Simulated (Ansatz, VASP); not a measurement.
**B in VASP and in Ansatz**

```
B
1.0
     1.72444    0.00000    0.00000
    -0.86222    1.49341    0.00000
     0.00000    0.00000   10.65656
B
2
Direct
  0.33333 0.66667 0.25000
  0.66667 0.33333 0.75000
```

Alike in both runs: functional RPBE; k mesh 17 × 17 × 9; occupations fermi-dirac, width 0.1 eV; no spin polarisation.

Ansatz relaxed the structure, and its values are those at the end. VASP's run is a single point on that final structure, the one shown.

|  | VASP | Ansatz |
| --- | --- | --- |
| version | VASP 6.6.1 | Ansatz 0.2.0 |
| potentials or method | VASP PAW PBE potentials, release 64 (B), cutoff 520 eV | plane waves (420 eV) with PAW, scalar-relativistic |
| valence electrons in the cell | 6 | 6 |

|  | VASP | Ansatz | Ansatz less VASP |
| --- | --- | --- | --- |
| pressure (GPa) | -0.1 | 0.0 | +0.11 |

VASP's potentials were made for PBE, not for RPBE. With one functional, cell and mesh, what is left measures potentials, basis and numerics.
